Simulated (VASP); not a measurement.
## GaP: single point with PBEsol-based screened hybrid with 25 % exact exchange

The system is GaP.

```
Ga P
1.0
     0.00000    2.77870    2.77870
     2.77870    0.00000    2.77870
     2.77870    2.77870    0.00000
Ga P
1 1
Direct
  0.00000 0.00000 0.00000
  0.75000 0.75000 0.75000
```

```yaml
Program: VASP 6.6.1
Task: single point
Functional: PBEsol-based screened hybrid with 25 % exact exchange
Potentials_or_basis: VASP PAW PBE potentials, release 64 (Ga_d, P)
Cutoff: 520 eV
k_mesh: 4 × 4 × 4
Occupations: fermi-dirac, width 0.05 eV
Spin: no spin polarisation
Dipole_correction: no
Grid_for_exact_exchange_PRECFOCK: Normal
Share_of_exact_exchange: 0.25
Further_INCAR_settings: ALGO = Normal; EDIFF = 1e-06; NBANDS = 16
Screening_parameter: 0.207 1/Å
```

The pressure is -5.7 GPa. The band gap on the k mesh is 2.22 eV.

Levels at points of the mesh, in eV from the valence-band top:
```csv
k point,band 6,band 7,band 8,band 9,band 10,band 11,band 12,band 13
"(0.00, 0.00, 0.00)",-13.34,0.00,0.00,0.00,2.22,4.72,4.72,4.72
"(0.50, 0.00, 0.00)",-11.29,-6.93,-1.13,-1.13,2.24,5.57,5.57,8.99
"(0.50, 0.50, 0.00)",-10.38,-7.10,-2.74,-2.74,2.31,2.53,11.54,11.54
```

It took 2.8 min on 1 thread of Intel(R) Xeon(R) 6975P-C (Granite Rapids) (shared host), peak memory 0.27 GiB.

Caveat: the k points lie up to 0.49 Å⁻¹ apart; the PAW data sets were made with another functional, which shifts forces and pressure a little. A k mesh can miss the band edges.
